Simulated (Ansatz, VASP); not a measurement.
**Ag in VASP and in Ansatz**

```
CELL_PARAMETERS angstrom
2.50860 -1.51114 0.07744
2.50860 1.51114 0.07744
-1.20068 0.00000 9.45059
ATOMIC_POSITIONS crystal
Ag 0.21280 0.21280 0.12477
Ag 0.78720 0.78720 0.87523
Ag 0.35867 0.35867 0.62495
Ag 0.64133 0.64133 0.37505
```

Alike in both runs: functional PBE; k mesh 6 × 6 × 2; occupations gaussian, width 0.1 eV; no spin polarisation.

Ansatz relaxed the structure, and its values are those at the end. VASP's run is a single point on that final structure, the one shown.

|  | VASP | Ansatz |
| --- | --- | --- |
| version | VASP 6.6.1 | Ansatz 0.2.0 |
| potentials or method | VASP PAW PBE potentials, release 64 (Ag), cutoff 520 eV | scalar-relativistic, plane waves, PAW |
| valence electrons in the cell | 44 | 76 |

|  | VASP | Ansatz | Ansatz less VASP |
| --- | --- | --- | --- |
| gap on the k mesh at the Fermi level (eV) | none | none | - |
| pressure (GPa) | -0.1 | 0.0 | +0.11 |

A gap of «none» marks a metal or a gap that the smearing closes. VASP's potentials hold 44 valence electrons a cell and Ansatz's 76, so a difference there can come from the potentials and not from the codes.

The k mesh is coarse, so the values compare programs but aren't converged.
